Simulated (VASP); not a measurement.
Input of a VASP 6.6.1 run:

Contents of INCAR:

```
SYSTEM = Al2Cu
ALGO = Normal
EDIFF = 1E-6
ENCUT = 520
ISIF = 2
ISMEAR = 0
LASPH = .TRUE.
LCHARG = .FALSE.
LREAL = .FALSE.
LWAVE = .FALSE.
NBANDS = 16
NELM = 60
PREC = Accurate
SIGMA = 0.15
```

The input KPOINTS:

```
k-points
0
G
  10 10 14
  0 0 0
```

File POSCAR:

```
Al2Cu
1.0
    4.3252000000      0.0000000000      0.0000000000
    0.0000000000      4.3252000000      0.0000000000
    0.0000000000      0.0000000000      2.5957000000
Al Cu
2 1
Direct
    0.5000000000      0.0000000000      0.5000000000
    0.0000000000      0.5000000000      0.5000000000
    0.0000000000      0.0000000000      0.0000000000
```

Potentials or basis: VASP PAW LDA potentials, release 64 (Al, Cu).

Launch:

```bash
$ cat potpaw_LDA.64/Al/POTCAR potpaw_LDA.64/Cu/POTCAR > POTCAR
$ mpirun -np 1 vasp_std > vasp.out
```

(1) What does it give for the pressure?

Answers

(1) -1.9 GPa.
